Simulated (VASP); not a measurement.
# RbBr in VASP: a series of runs

The runs below take RbBr through single point, with HSE06.

All numbers are computed with VASP 6.6.1; they aren't measurements. Logs are shortened: lines on timing, memory, paths and dates and some standing lists are left out, and cuts for length are marked.

## (1) The cell of the first run

The structure is cubic, space group Fm-3m (No. 225). The conventional cell has a = 6.922 Å, b = 6.922 Å, c = 6.922 Å, α = 90.00°, β = 90.00°, γ = 90.00°. Rb (site symmetry m-3m) has 6 Br at 3.46 Å within 4.5 Å. Within 4.5 Å of Br (site symmetry m-3m) lie 6 Rb at 3.46 Å.

## (2) Single point, HSE06

The input, POSCAR:

```
RbBr
1.0
    0.0000000000      3.4608261073      3.4608261073
    3.4608261073      0.0000000000      3.4608261073
    3.4608261073      3.4608261073      0.0000000000
Rb Br
1 1
Direct
    0.0000000000      0.0000000000      0.0000000000
    0.5000000000      0.5000000000      0.5000000000
```

The input, INCAR.step1:

```
ALGO = Normal
EDIFF = 1E-5
ENCUT = 520
GGA = PE
ISIF = 2
ISMEAR = 0
LASPH = True
LCHARG = False
LREAL = False
LWAVE = True
NBANDS = 15
NELM = 80
PREC = Accurate
SIGMA = 0.01
```

The input, INCAR.step2:

```
ALGO = Normal
EDIFF = 1E-6
ENCUT = 520
GGA = PE
HFSCREEN = 0.2079
ISIF = 2
ISMEAR = 0
ISTART = 1
LASPH = True
LCHARG = False
LHFCALC = True
LREAL = False
LWAVE = False
NBANDS = 15
NELM = 80
PREC = Accurate
PRECFOCK = Normal
SIGMA = 0.01
```

The input, KPOINTS:

```
k-points
0
Gamma
  4 4 4
```

Potentials or basis: VASP PAW PBE potentials, release 64 (Rb_sv, Br).

Started as:

```
cat potpaw_PBE.64/Rb_sv/POTCAR potpaw_PBE.64/Br/POTCAR > POTCAR
cp INCAR.step1 INCAR
mpirun -np 1 vasp_std > vasp.out
cp INCAR.step2 INCAR
mpirun -np 1 vasp_std > vasp.out
```

OUTCAR:

```text
EDIFF = 1E-6
   ENCUT = 520
   GGA = PE
   HFSCREEN = 0.2079
   ISIF = 2
   ISMEAR = 0
   ISTART = 1
   LASPH = True
   LHFCALC = True
   LREAL = False
   NELM = 80
   PREC = Accurate
   PRECFOCK = Normal

 ion  position               nearest neighbor table
   1  0.000  0.000  0.000-   2 3.46   2 3.46   2 3.46   2 3.46   2 3.46   2 3.46
   2  0.500  0.500  0.500-   1 3.46   1 3.46   1 3.46   1 3.46   1 3.46   1 3.46

  LATTYP: Found a face centered cubic cell.
 ALAT       =     6.9216522146

  Lattice vectors:

 A1 = (   0.0000000000,   3.4608261073,   3.4608261073)
 A2 = (   3.4608261073,   0.0000000000,   3.4608261073)
 A3 = (   3.4608261073,   3.4608261073,   0.0000000000)

Analysis of symmetry for initial positions (statically):
=====================================================================
 Subroutine PRICEL returns:
 Original cell was already a primitive cell.

 Routine SETGRP: Setting up the symmetry group for a
 face centered cubic supercell.

 Subroutine GETGRP returns: Found 48 space group operations
 (whereof 48 operations were pure point group operations)
 out of a pool of 48 trial point group operations.

The static configuration has the point symmetry O_h .

Analysis of symmetry for dynamics (positions and initial velocities):
=====================================================================
 Subroutine PRICEL returns:
 Original cell was already a primitive cell.

 Routine SETGRP: Setting up the symmetry group for a
 face centered cubic supercell.

 Subroutine GETGRP returns: Found 48 space group operations
 (whereof 48 operations were pure point group operations)
 out of a pool of 48 trial point group operations.

The dynamic configuration has the point symmetry O_h .

 Subroutine INISYM returns: Found 48 space group operations
 (whereof 48 operations are pure point group operations),
 and found     1 'primitive' translations

----------------------------------------------------------------------------------------

                                     Primitive cell

  volume of cell :      82.9028

  direct lattice vectors                    reciprocal lattice vectors
     0.000000000  3.460826107  3.460826107    -0.144474176  0.144474176  0.144474176
     3.460826107  0.000000000  3.460826107     0.144474176 -0.144474176  0.144474176
     3.460826107  3.460826107  0.000000000     0.144474176  0.144474176 -0.144474176

  length of vectors
     4.894347218  4.894347218  4.894347218     0.250236613  0.250236613  0.250236613

  position of ions in fractional coordinates (direct lattice)
     0.000000000  0.000000000  0.000000000
     0.500000000  0.500000000  0.500000000

  ion indices of the primitive-cell ions
   primitive index   ion index
                 1           1
                 2           2

----------------------------------------------------------------------------------------

 KPOINTS: k-points

Automatic generation of k-mesh.
 Grid dimensions read from file:
 generate k-points for:    4    4    4

 Generating k-lattice:

  Cartesian coordinates                     Fractional coordinates (reciprocal lattice)
    -0.036118544  0.036118544  0.036118544     0.250000000  0.000000000  0.000000000
     0.036118544 -0.036118544  0.036118544     0.000000000  0.250000000  0.000000000
     0.036118544  0.036118544 -0.036118544     0.000000000  0.000000000  0.250000000

  Length of vectors
     0.062559153  0.062559153  0.062559153

  Shift w.r.t. Gamma in fractional coordinates (k-lattice)
     0.000000000  0.000000000  0.000000000

 Subroutine IBZKPT returns following result:
 ===========================================

 Found      8 irreducible k-points:

 Following reciprocal coordinates:
            Coordinates               Weight
  0.000000  0.000000  0.000000      1.000000
  0.250000  0.000000  0.000000      8.000000
  0.500000  0.000000  0.000000      4.000000
  0.250000  0.250000  0.000000      6.000000
  0.500000  0.250000  0.000000     24.000000
 -0.250000  0.250000  0.000000     12.000000
  0.500000  0.500000  0.000000      3.000000
 -0.250000  0.500000  0.250000      6.000000
   k-points           NKPTS =      8   k-points in BZ     NKDIM =     64   number of bands    NBANDS=     15
   number of dos      NEDOS =    301   number of ions     NIONS =      2
   total plane-waves  NPLWV =  46656
   dimension x,y,z NGX =    36 NGY =   36 NGZ =   36
   dimension x,y,z NGXF=    72 NGYF=   72 NGZF=   72
   ions per type =               1   1
   NGX,Y,Z   is equivalent  to a cutoff of  12.23, 12.23, 12.23 a.u.
   NGXF,Y,Z  is equivalent  to a cutoff of  24.46, 24.46, 24.46 a.u.
 SYSTEM =  unknown system
   PREC   = accura    normal or accurate (medium, high low for compatibility)
   ISTART =      1    job   : 0-new  1-cont  2-samecut
   ICHARG =      0    charge: 1-file 2-atom 10-const
   ISPIN  =      1    spin polarized calculation?
   LNONCOLLINEAR =      F non collinear calculations
   LSORBIT =      F    spin-orbit coupling
   LASPH  =      T    aspherical Exc in radial PAW
   ENCUT  =  520.0 eV  38.22 Ry    6.18 a.u.   9.10  9.10  9.10*2*pi/ulx,y,z
   NELM   =     80;   NELMIN=  2; NELMDL=  0     # of ELM steps
   EDIFF  = 0.1E-05   stopping-criterion for ELM
   LREAL  =      F    real-space projection
   EDIFFG = 0.1E-04   stopping-criterion for IOM
   NSW    =      0    number of steps for IOM
   IBRION =     -1    ionic relax: 0-MD 1-quasi-New 2-CG
   NFREE  =      0    steps in history (QN), initial steepest desc. (CG)
   ISIF   =      2    stress and relaxation
   ISYM   =      3    0-nonsym 1-usesym 2-fastsym
   POTIM  = 0.5000    time-step for ionic-motion
   TEBEG  =    0.0;   TEEND  =   0.0 temperature during run
   PSTRESS=    0.0 pullay stress
   NELECT =      16.0000    total number of electrons
   NUPDOWN=      -1.0000    fix difference up-down
   EMIN   =  10.00;   EMAX   =-10.00  energy-range for DOS
   EFERMI =   0.00;   METHOD = LEGACY
   ISMEAR =     0;   SIGMA  =   0.01  broadening in eV -4-tet -1-fermi 0-gaus
   EFERMI_NEDOS =   21; number of points for ismear=-14 and -15
   IALGO  =     38    algorithm
   IMIX   =      1    mixing-type and parameters
     AMIX     =   0.40;   BMIX     =  1.00
     AMIX_MAG =   1.60;   BMIX_MAG =  1.00
  volume/ion in A,a.u.               =      41.45       279.73
  Fermi-wavevector in a.u.,A,eV,Ry     =   0.946074  1.787820 12.177973  0.895056
  Thomas-Fermi vector in A             =   2.074037
   LORBIT       =      0    0 simple, 1 ext, 2 COOP (PROOUT), +10 PAW based schemes
   GGA     = PE    functional components
   LHFCALC =     T    Hartree Fock is set to
   PRECFOCK=normal    Normal, Fast or Accurate (Low or Medium for compatibility)
   ENCUT4O =  -1.0   cutoff for four orbital integrals eV
   NKREDX  =     1    reduce k-point grid by
   NKREDY  =     1    reduce k-point grid by
   NKREDZ  =     1    reduce k-point grid by
   AEXX    =    0.2500 exact exchange contribution
   HFSCREEN=    0.2079 screening length (either q_TF or 0.3 A-1)
   HFSCREENC=   0.2079 screening length for correlation (either q_TF or 0.3 A-1)
   ENCUTFOCK=  -1.0 apply spherical cutoff to Coloumb kernel
   IVDW    =     0    specifies the selected vdW correction
   LEPSILON=     F    determine dielectric tensor
   LRPA    =     F    only Hartree local field effects (RPA)
 non-spin polarized calculation
 Gauss-broadening in eV      SIGMA  =   0.01
  energy-cutoff  :      520.00
  volume of cell :       82.90
 maximum number of plane-waves:      2252
  NGX = 28; NGY = 28; NGZ = 28

 number of electron      15.9999997 magnetization

 Free energy of the ion-electron system (eV)
  ---------------------------------------------------
  ext. energy  EPLUGINS =         0.00000000
  ---------------------------------------------------
  free energy    TOTEN  =        -7.07242311 eV

  energy without entropy =       -7.07242311  energy(sigma->0) =       -7.07242311

 E-fermi :  -2.6580     XC(G=0):  -5.9841

 val. band max:       -2.7344246996   @ k =   0.0000   0.0000   0.0000
 cond. band min:       2.7078848159   @ k =   0.0000   0.0000   0.0000
 fundamental gap:      5.4423095155
 Fermi energy:        -2.6579623795

 k-point     1 :       0.0000    0.0000    0.0000
  band No.  band energies     occupation
      1     -28.8878      2.00000
      2     -15.9054      2.00000
      3     -11.8003      2.00000
      4     -11.8003      2.00000
      5     -11.8003      2.00000
      6      -2.7344      2.00000
      7      -2.7344      2.00000
      8      -2.7344      2.00000
      9       2.7079      0.00000
     10       5.7949      0.00000
     11       5.7949      0.00000
     12       5.7949      0.00000
     13       6.7499      0.00000
     14       6.7499      0.00000
     15       9.3038      0.00000

 k-point     2 :       0.2500    0.0000    0.0000
  band No.  band energies     occupation
      1     -28.8833      2.00000
      2     -15.9223      2.00000
      3     -11.8024      2.00000
      4     -11.8024      2.00000
      5     -11.7743      2.00000
      6      -3.2719      2.00000
      7      -2.9110      2.00000
      8      -2.9110      2.00000
      9       3.9587      0.00000
     10       5.5996      0.00000
     11       6.5299      0.00000
     12       6.5299      0.00000
     13       7.6144      0.00000
     14       7.6144      0.00000
     15      10.9399      0.00000
[... 77 lines left out ...]
      3     -11.9709      2.00000
      4     -11.8681      2.00000
      5     -11.8681      2.00000
      6      -3.2267      2.00000
      7      -2.9026      2.00000
      8      -2.9026      2.00000
      9       4.0466      0.00000
     10       5.5698      0.00000
     11       7.5371      0.00000
     12       7.8434      0.00000
     13       8.0394      0.00000
     14       9.5042      0.00000
     15       9.5042      0.00000

 k-point     8 :      -0.2500    0.5000    0.2500
  band No.  band energies     occupation
      1     -28.8762      2.00000
      2     -15.8732      2.00000
      3     -11.9192      2.00000
      4     -11.9192      2.00000
      5     -11.7791      2.00000
      6      -3.2154      2.00000
      7      -3.0921      2.00000
      8      -3.0921      2.00000
      9       5.5101      0.00000
     10       5.5101      0.00000
     11       6.7316      0.00000
     12       7.1466      0.00000
     13       9.5137      0.00000
     14       9.5530      0.00000
     15       9.5892      0.00000

------------------------ aborting loop because EDIFF is reached ----------------------------------------

  FORCE on cell =-STRESS in cart. coord.  units (eV):
  Direction    XX          YY          ZZ          XY          YZ          ZX
  --------------------------------------------------------------------------------------
  -------------------------------------------------------------------------------------
  Total        0.1635356      0.1635356      0.1635356     -0.0000000      0.0000000     -0.0000000
  in kB        3.1604845      3.1604845      3.1604845     -0.0000000      0.0000000     -0.0000000
  external PRESSURE =       3.1604845 kB  Pullay stress =       0.0000000 kB

 VOLUME and BASIS-vectors are now :
 -----------------------------------------------------------------------------
  energy-cutoff  :      520.00
  volume of cell :       82.90
      direct lattice vectors                 reciprocal lattice vectors
     0.000000000  3.460826107  3.460826107    -0.144474176  0.144474176  0.144474176
     3.460826107  0.000000000  3.460826107     0.144474176 -0.144474176  0.144474176
     3.460826107  3.460826107  0.000000000     0.144474176  0.144474176 -0.144474176

 POSITION                                       TOTAL-FORCE (eV/Angst)
 -----------------------------------------------------------------------------------
      0.00000      0.00000      0.00000         0.000000      0.000000      0.000000
      3.46083      3.46083      3.46083         0.000000     -0.000000     -0.000000
 -----------------------------------------------------------------------------------
    total drift:                               -0.000000     -0.000000      0.000000

  FREE ENERGIE OF THE ION-ELECTRON SYSTEM (eV)
  ---------------------------------------------------
  free  energy   TOTEN  =        -7.0724231119 eV

  energy  without entropy=       -7.0724231119  energy(sigma->0) =       -7.07242311
```

Run time: 13 min. Hardware: 1 thread of Oxide Virtual Turin-like, shared host; peak memory 0.29 GiB.

What came out:

| Quantity | Value |
| --- | --- |
| Free energy | -7.0724 eV |
| Pressure | 0.3 GPa |
| Band gap on the k mesh | 5.44 eV |

Caveat: the PAW data sets were made with another functional, which shifts forces and pressure a little.

## (3) Single point, HSE06 (epitaxial xy strain -1.5%)

The input, POSCAR:

```
RbBr
1.0
    0.0000000000      3.4089137157      3.4749919312
    3.4089137157      0.0000000000      3.4749919312
    3.4089137157      3.4089137157      0.0000000000
Rb Br
1 1
Direct
    0.0000000000      0.0000000000      0.0000000000
    0.5000000000      0.5000000000      0.5000000000
```

The input, INCAR.step1:

```
SYSTEM = RbBr
ALGO = Normal
EDIFF = 1E-5
ENCUT = 520
GGA = PE
ISIF = 2
ISMEAR = 0
LASPH = .True.
LCHARG = .False.
LREAL = .False.
LWAVE = .True.
NBANDS = 15
NELM = 60
PREC = Accurate
SIGMA = 0.01
```

The input, INCAR.step2:

```
SYSTEM = RbBr
ALGO = Normal
EDIFF = 1E-7
ENCUT = 520
GGA = PE
HFSCREEN = 0.2079
ISIF = 2
ISMEAR = 0
ISTART = 1
LASPH = .True.
LCHARG = .False.
LHFCALC = .True.
LREAL = .False.
LWAVE = .False.
NBANDS = 15
NELM = 60
PREC = Accurate
PRECFOCK = Normal
SIGMA = 0.01
```

The input, KPOINTS:

```
k-points
0
Gamma
  4 4 4
  0 0 0
```

Potentials or basis: VASP PAW PBE potentials, release 64 (Rb_sv, Br).

Started as:

```
cat potpaw_PBE.64/Rb_sv/POTCAR potpaw_PBE.64/Br/POTCAR > POTCAR
cp INCAR.step1 INCAR
mpirun -np 1 vasp_std > vasp.out
cp INCAR.step2 INCAR
mpirun -np 1 vasp_std > vasp.out
```

OUTCAR:

```text
SYSTEM = RbBr
   EDIFF = 1E-7
   ENCUT = 520
   GGA = PE
   HFSCREEN = 0.2079
   ISIF = 2
   ISMEAR = 0
   ISTART = 1
   LASPH = .True.
   LHFCALC = .True.
   LREAL = .False.
   NELM = 60
   PREC = Accurate
   PRECFOCK = Normal

 ion  position               nearest neighbor table
   1  0.000  0.000  0.000-   2 3.41   2 3.41   2 3.41   2 3.41   2 3.47   2 3.47
   2  0.500  0.500  0.500-   1 3.41   1 3.41   1 3.41   1 3.41   1 3.47   1 3.47

  LATTYP: Found a body centered tetragonal cell.
 ALAT       =     4.8209320097
 C/A-ratio  =     1.4416266084

  Lattice vectors:

 A1 = (  -3.4089137157,   0.0000000000,   3.4749919312)
 A2 = (   3.4089137157,   0.0000000000,   3.4749919312)
 A3 = (   0.0000000000,   3.4089137157,  -3.4749919312)

Analysis of symmetry for initial positions (statically):
=====================================================================
 Subroutine PRICEL returns:
 Original cell was already a primitive cell.

 Routine SETGRP: Setting up the symmetry group for a
 body centered tetragonal supercell.

 Subroutine GETGRP returns: Found 16 space group operations
[... 173 lines left out ...]
      4     -11.6527      2.00000
      5     -11.6481      2.00000
      6      -2.6516      2.00000
      7      -2.6315      2.00000
      8      -2.6315      2.00000
      9       2.8741      0.00000
     10       5.8267      0.00000
     11       5.9426      0.00000
     12       5.9426      0.00000
     13       6.8249      0.00000
     14       6.9281      0.00000
[... 203 lines left out ...]
      2     -15.7989      2.00000
      3     -11.7897      2.00000
      4     -11.7897      2.00000
      5     -11.6364      2.00000
      6      -3.1220      2.00000
      7      -2.9942      2.00000
      8      -2.9942      2.00000
      9       5.5937      0.00000
     10       5.5937      0.00000
     11       6.9795      0.00000
     12       7.4029      0.00000
     13       9.6199      0.00000
     14       9.6689      0.00000
     15       9.8254      0.00000

------------------------ aborting loop because EDIFF is reached ----------------------------------------

  FORCE on cell =-STRESS in cart. coord.  units (eV):
  Direction    XX          YY          ZZ          XY          YZ          ZX
  --------------------------------------------------------------------------------------
  -------------------------------------------------------------------------------------
  Total        0.4703288      0.4703288      0.1664734      0.0000000      0.0000000      0.0000000
  in kB        9.3303155      9.3303155      3.3024754      0.0000000      0.0000000      0.0000000
  external PRESSURE =       7.3210355 kB  Pullay stress =       0.0000000 kB

 VOLUME and BASIS-vectors are now :
 -----------------------------------------------------------------------------
  energy-cutoff  :      520.00
  volume of cell :       80.76
      direct lattice vectors                 reciprocal lattice vectors
     0.000000000  3.408913716  3.474991931    -0.146674290  0.146674290  0.143885226
     3.408913716  0.000000000  3.474991931     0.146674290 -0.146674290  0.143885226
     3.408913716  3.408913716  0.000000000     0.146674290  0.146674290 -0.143885226

 POSITION                                       TOTAL-FORCE (eV/Angst)
 -----------------------------------------------------------------------------------
      0.00000      0.00000      0.00000         0.000000      0.000000      0.000000
      3.40891      3.40891      3.47499         0.000000      0.000000     -0.000000
 -----------------------------------------------------------------------------------
    total drift:                               -0.000000      0.000000      0.000000

  FREE ENERGIE OF THE ION-ELECTRON SYSTEM (eV)
  ---------------------------------------------------
  free  energy   TOTEN  =        -7.0635599313 eV

  energy  without entropy=       -7.0635599313  energy(sigma->0) =       -7.06355993
```

Run time: 27 min. Hardware: 1 thread of Oxide Virtual Turin-like, shared host; peak memory 0.3 GiB.

What came out:

| Property | Result |
| --- | --- |
| Free energy | -7.0636 eV |
| Pressure | 0.7 GPa |
| Band gap on the k mesh | 5.51 eV |

Caveat: the cell differs from its parent crystal (epitaxial xy strain -1.5%); the PAW data sets were made with another functional, which shifts forces and pressure a little.
